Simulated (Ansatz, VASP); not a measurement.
## Cu: VASP beside Ansatz

```
CELL_PARAMETERS angstrom
2.42999 0.00000 0.00000
0.00000 2.42999 0.00000
0.00000 0.00000 2.42999
ATOMIC_POSITIONS crystal
Cu 0.00000 0.00000 0.00000
```

Alike in both runs: functional revPBE; k mesh 13 × 13 × 13; occupations fermi-dirac, width 0.1 eV; no spin polarisation.

Ansatz relaxed the structure, and its values are those at the end. VASP's run is a single point on that final structure, the one shown.

|  | VASP | Ansatz |
| --- | --- | --- |
| version | VASP 6.6.1 | Ansatz 0.2.0 |
| potentials or method | VASP PAW PBE potentials, release 64 (Cu), cutoff 520 eV | plane waves (420 eV) with PAW, scalar-relativistic |
| valence electrons in the cell | 11 | 19 |

|  | VASP | Ansatz | Ansatz less VASP |
| --- | --- | --- | --- |
| pressure (GPa) | 0.6 | 0.0 | -0.66 |

VASP's potentials were made for PBE, not for revPBE. VASP's potentials hold 11 valence electrons a cell and Ansatz's 19, so a difference there can come from the potentials and not from the codes.
